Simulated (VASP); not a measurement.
# Hg (Fd-3m) in VASP: further runs, part 2 of 2

VASP 6.6.1. The steps go on from the part before.

**4. Relaxation of cell and atoms, PBEsol**

This run uses another cell than the first one, of 30.37 Å³/atom.

Input file INCAR:

```
SYSTEM = Hg
ALGO = Normal
EDIFF = 1E-7
EDIFFG = -0.03
ENCUT = 550
GGA = PS
GGA_COMPAT = .FALSE.
IBRION = 2
ISIF = 3
ISMEAR = -1
LASPH = .TRUE.
LCHARG = .FALSE.
LREAL = .FALSE.
LWAVE = .FALSE.
NELM = 120
NELMIN = 4
NSW = 60
PREC = Accurate
SIGMA = 0.1
```

Input file KPOINTS:

```
k-points
0
G
  7 7 7
  0 0 0
```

Input file POSCAR:

```
Hg
1.0
    0.0000000000      3.1200000000      3.1200000000
    3.1200000000      0.0000000000      3.1200000000
    3.1200000000      3.1200000000      0.0000000000
Hg
2
Direct
    1.0000000000      1.0000000000      1.0000000000
    0.2500000000      0.2500000000      0.2500000000
```

Potentials or basis: VASP PAW PBE potentials, release 64 (Hg_sv_GW).

Launch:

```console
$ cat potpaw_PBE.64/Hg_sv_GW/POTCAR > POTCAR
$ mpirun -np 1 vasp_std > vasp.out
```

OUTCAR:

```text
SYSTEM = Hg
   EDIFF = 1E-7
   EDIFFG = -0.03
   ENCUT = 550
   GGA = PS
   IBRION = 2
   ISIF = 3
   ISMEAR = -1
   LASPH = .TRUE.
   LREAL = .FALSE.
   NELM = 120
   NELMIN = 4
   NSW = 60
   PREC = Accurate

 ion  position               nearest neighbor table
   1  0.000  0.000  0.000-   2 2.70   2 2.70   2 2.70   2 2.70
   2  0.250  0.250  0.250-   1 2.70   1 2.70   1 2.70   1 2.70

  LATTYP: Found a face centered cubic cell.
 ALAT       =     6.2400000000

  Lattice vectors:

 A1 = (   0.0000000000,   3.1200000000,   3.1200000000)
 A2 = (   3.1200000000,   0.0000000000,   3.1200000000)
 A3 = (   3.1200000000,   3.1200000000,   0.0000000000)

Analysis of symmetry for initial positions (statically):
=====================================================================
 Subroutine PRICEL returns:
 Original cell was already a primitive cell.

 Routine SETGRP: Setting up the symmetry group for a
 face centered cubic supercell.

 Subroutine GETGRP returns: Found 48 space group operations
 (whereof 24 operations were pure point group operations)
 out of a pool of 48 trial point group operations.

The static configuration has the point symmetry T_d .
 The point group associated with its full space group is O_h .

Analysis of symmetry for dynamics (positions and initial velocities):
=====================================================================
 Subroutine PRICEL returns:
 Original cell was already a primitive cell.

 Routine SETGRP: Setting up the symmetry group for a
 face centered cubic supercell.

 Subroutine GETGRP returns: Found 48 space group operations
 (whereof 24 operations were pure point group operations)
 out of a pool of 48 trial point group operations.

The dynamic configuration has the point symmetry T_d .
 The point group associated with its full space group is O_h .

 Subroutine INISYM returns: Found 48 space group operations
 (whereof 24 operations are pure point group operations),
 and found     1 'primitive' translations

----------------------------------------------------------------------------------------

                                     Primitive cell

  volume of cell :      60.7427

  direct lattice vectors                    reciprocal lattice vectors
     0.000000000  3.120000000  3.120000000    -0.160256410  0.160256410  0.160256410
     3.120000000  0.000000000  3.120000000     0.160256410 -0.160256410  0.160256410
     3.120000000  3.120000000  0.000000000     0.160256410  0.160256410 -0.160256410

  length of vectors
     4.412346315  4.412346315  4.412346315     0.277572245  0.277572245  0.277572245

  position of ions in fractional coordinates (direct lattice)
     0.000000000  0.000000000  0.000000000
     0.250000000  0.250000000  0.250000000

  ion indices of the primitive-cell ions
   primitive index   ion index
                 1           1
                 2           2

----------------------------------------------------------------------------------------

 KPOINTS: k-points

Automatic generation of k-mesh.
 Grid dimensions read from file:
 generate k-points for:    7    7    7

 Generating k-lattice:

  Cartesian coordinates                     Fractional coordinates (reciprocal lattice)
    -0.022893773  0.022893773  0.022893773     0.142857143  0.000000000  0.000000000
     0.022893773 -0.022893773  0.022893773     0.000000000  0.142857143  0.000000000
     0.022893773  0.022893773 -0.022893773     0.000000000  0.000000000  0.142857143

  Length of vectors
     0.039653178  0.039653178  0.039653178

  Shift w.r.t. Gamma in fractional coordinates (k-lattice)
     0.000000000  0.000000000  0.000000000

 Subroutine IBZKPT returns following result:
 ===========================================

 Found     20 irreducible k-points:

 Following reciprocal coordinates:
            Coordinates               Weight
  0.000000  0.000000  0.000000      1.000000
  0.142857  0.000000  0.000000      8.000000
  0.285714  0.000000  0.000000      8.000000
  0.428571  0.000000  0.000000      8.000000
  0.142857  0.142857  0.000000      6.000000
  0.285714  0.142857  0.000000     24.000000
[... 12 lines left out ...]
 -0.428571  0.428571  0.142857     24.000000
 -0.285714  0.428571  0.142857     24.000000
   k-points           NKPTS =     20   k-points in BZ     NKDIM =     20   number of bands    NBANDS=     24
   number of dos      NEDOS =    301   number of ions     NIONS =      2
   total plane-waves  NPLWV =  46656
   dimension x,y,z NGX =    36 NGY =   36 NGZ =   36
   dimension x,y,z NGXF=    72 NGYF=   72 NGZF=   72
   ions per type =               2
   NGX,Y,Z   is equivalent  to a cutoff of  13.56, 13.56, 13.56 a.u.
   NGXF,Y,Z  is equivalent  to a cutoff of  27.13, 27.13, 27.13 a.u.
 SYSTEM =  Hg
   PREC   = accura    normal or accurate (medium, high low for compatibility)
   ISTART =      0    job   : 0-new  1-cont  2-samecut
   ICHARG =      2    charge: 1-file 2-atom 10-const
   ISPIN  =      1    spin polarized calculation?
   LNONCOLLINEAR =      F non collinear calculations
   LSORBIT =      F    spin-orbit coupling
   LASPH  =      T    aspherical Exc in radial PAW
   ENCUT  =  550.0 eV  40.42 Ry    6.36 a.u.   8.44  8.44  8.44*2*pi/ulx,y,z
   NELM   =    120;   NELMIN=  4; NELMDL= -5     # of ELM steps
   EDIFF  = 0.1E-06   stopping-criterion for ELM
   LREAL  =      F    real-space projection
   EDIFFG = -.3E-01   stopping-criterion for IOM
   NSW    =     60    number of steps for IOM
   IBRION =      2    ionic relax: 0-MD 1-quasi-New 2-CG
   NFREE  =      1    steps in history (QN), initial steepest desc. (CG)
   ISIF   =      3    stress and relaxation
   ISYM   =      2    0-nonsym 1-usesym 2-fastsym
   POTIM  = 0.5000    time-step for ionic-motion
   TEBEG  =    0.0;   TEEND  =   0.0 temperature during run
   PSTRESS=    0.0 pullay stress
   NELECT =      40.0000    total number of electrons
   NUPDOWN=      -1.0000    fix difference up-down
   EMIN   =  10.00;   EMAX   =-10.00  energy-range for DOS
   EFERMI =   0.00;   METHOD = LEGACY
   ISMEAR =    -1;   SIGMA  =   0.10  broadening in eV -4-tet -1-fermi 0-gaus
   EFERMI_NEDOS =   21; number of points for ismear=-14 and -15
   IALGO  =     38    algorithm
   IMIX   =      4    mixing-type and parameters
     AMIX     =   0.40;   BMIX     =  1.00
     AMIX_MAG =   1.60;   BMIX_MAG =  1.00
  volume/ion in A,a.u.               =      30.37       204.96
  Fermi-wavevector in a.u.,A,eV,Ry     =   1.424285  2.691508 27.600612  2.028588
  Thomas-Fermi vector in A             =   2.544792
   LORBIT       =      0    0 simple, 1 ext, 2 COOP (PROOUT), +10 PAW based schemes
   GGA     = PS    functional components
   LHFCALC =     F    Hartree Fock is set to
   AEXX    =    0.0000 exact exchange contribution
   IVDW    =     0    specifies the selected vdW correction
   LEPSILON=     F    determine dielectric tensor
   LRPA    =     F    only Hartree local field effects (RPA)
 conjugate gradient relaxation of ions
 non-spin polarized calculation
  energy-cutoff  :      550.00
  volume of cell :       60.74
 maximum number of plane-waves:      1807
 NGX is ok and might be reduce to    36
   NGX = 17   NGY = 17   NGZ = 17

--------------------------------------- Ionic step        1  -------------------------------------------

 number of electron      40.0000008 magnetization

 Free energy of the ion-electron system (eV)
  ---------------------------------------------------
  ext. energy  EPLUGINS =         0.00000000
  ---------------------------------------------------
  free energy    TOTEN  =        -0.58227261 eV

  energy without entropy =       -0.55723267  energy(sigma->0) =       -0.56975264

------------------------ aborting loop because EDIFF is reached ----------------------------------------

  FORCE on cell =-STRESS in cart. coord.  units (eV):
  Direction    XX          YY          ZZ          XY          YZ          ZX
  --------------------------------------------------------------------------------------
  -------------------------------------------------------------------------------------
  Total        1.9852002      1.9852002      1.9852002      0.0000000      0.0000000      0.0000000
  in kB       52.3625893     52.3625893     52.3625893      0.0000000      0.0000000      0.0000000
  external PRESSURE =      52.3625893 kB  Pullay stress =       0.0000000 kB
[... 57 lines left out ...]
  energy  without entropy=       -0.6620174331  energy(sigma->0) =       -0.68043823

--------------------------------------- Ionic step        3  -------------------------------------------

 number of electron      40.0000018 magnetization

 Free energy of the ion-electron system (eV)
  ---------------------------------------------------
  ext. energy  EPLUGINS =         0.00000000
  ---------------------------------------------------
  free energy    TOTEN  =        -0.69930958 eV

  energy without entropy =       -0.66283645  energy(sigma->0) =       -0.68107302

 E-fermi :   2.9612     XC(G=0):  -9.1045

 val. band max:        2.9211057332   @ k =  -0.2857   0.2857   0.0000
 cond. band min:       2.9660624285   @ k =  -0.4286   0.2857   0.0000
 fundamental gap:      0.0449566952
 Fermi energy:         2.9612126452

 k-point     1 :       0.0000    0.0000    0.0000
  band No.  band energies     occupation
      1    -112.3769      2.00000
      2    -112.3698      2.00000
      3     -60.6958      2.00000
      4     -60.6958      2.00000
      5     -60.6958      2.00000
      6     -60.6372      2.00000
[... 558 lines left out ...]
  FREE ENERGIE OF THE ION-ELECTRON SYSTEM (eV)
  ---------------------------------------------------
  free  energy   TOTEN  =        -0.6993095822 eV

  energy  without entropy=       -0.6628364548  energy(sigma->0) =       -0.68107302

 reached required accuracy - stopping structural energy minimisation
```

OSZICAR:

```text
N       E                     dE             d eps       ncg     rms          rms(c)
DAV:   1     0.865950538661E+03    0.86595E+03   -0.25369E+04  1088   0.228E+03
DAV:   2     0.109099794198E+03   -0.75685E+03   -0.73211E+03   960   0.999E+02
DAV:   3     0.381307709419E+01   -0.10529E+03   -0.10442E+03  1416   0.295E+02
[... 31 lines left out ...]
DAV:   6    -0.699306657618E+00   -0.45878E-04   -0.26230E-05  1280   0.668E-02    0.150E-02
DAV:   7    -0.699310559543E+00   -0.39019E-05   -0.60502E-06  1456   0.264E-02    0.363E-03
DAV:   8    -0.699310089229E+00    0.47031E-06   -0.25221E-07   960   0.858E-03    0.190E-03
DAV:   9    -0.699309580765E+00    0.50846E-06   -0.15921E-07   864   0.509E-03    0.191E-04
DAV:  10    -0.699309582167E+00   -0.14024E-08   -0.27660E-08   592   0.234E-03
   3 F= -.69930958E+00 E0= -.68107302E+00  d E =-.117037E+00
```

Run time: 2 min. Hardware: 1 thread of Intel Xeon Platinum 8488C (Sapphire Rapids), shared host; peak memory 0.22 GiB.

What came out:

| Item | Value |
| --- | --- |
| Free energy | -0.6993 eV |
| Relaxed volume | 34.61 Å³/atom |
| Relaxed cell | a = 4.609 Å, b = 4.609 Å, c = 4.609 Å, α = 60.00°, β = 60.00°, γ = 60.00° |
| Space group after relaxing (to 0.1 Å) | Fd-3m (No. 227) |
| Energy gained by relaxing | 58.5 meV/atom |
| Ionic steps | 3 |
| Pressure after relaxing | 0.0 GPa |
| Band gap on the k mesh | zero (bands 20 and 21 overlap by 3.53 eV) |

Step by step:
| step | energy change (eV) | largest force (eV/Å) | pressure (GPa) | volume (Å³) |
| --- | --- | --- | --- | --- |
| 1 | 0.0000 | 0.0000 | 5.24 | 60.74 |
| 2 | -0.1166 | 0.0000 | -0.22 | 69.89 |
| 3 | -0.1170 | 0.0000 | 0.01 | 69.21 |

Final structure:
```
Hg
1.0
     0.00000    3.25874    3.25874
     3.25874    0.00000    3.25874
     3.25874    3.25874    0.00000
Hg
2
Direct
  0.00000 0.00000 0.00000
  0.25000 0.25000 0.25000
```

Caveat: the PAW data sets were made with another functional, which shifts forces and pressure a little; spin-orbit coupling is left out, which moves the levels of the heavy elements.

**5. Summary**

| task | cell | gap on the mesh (eV) | pressure (GPa) |
| --- | --- | --- | --- |
| single point | a = 4.685 Å, angles 60.0°, 2 atoms | none | -0.1 |
| relaxation of cell and atoms | relaxed to 40 GPa from a = 4.412 Å, angles 60.0°, 2 atoms | none | 40.0 |
| relaxation of cell and atoms | relaxed from a = 4.412 Å, angles 60.0°, 2 atoms | none | 0.0 |

Alike in all rows: level PBEsol; potentials or basis VASP PAW PBE potentials, release 64 (Hg_sv_GW); no spin polarisation; k mesh 7 × 7 × 7; cutoff (eV) 550; smearing fermi-dirac 0.1 eV.

Caveats: the PAW data sets were made with another functional, which shifts forces and pressure a little; spin-orbit coupling is left out, which moves the levels of the heavy elements; the cell is relaxed towards a set pressure, so the run minimises the enthalpy, not the energy (at least some runs); the volume moved by over 15 % at a fixed basis, so the end points are rough (at least some runs).

Absolute energies hang on the potentials; compare differences alone.

The gap in the log of VASP goes by the Fermi energy; the results here count the filled bands.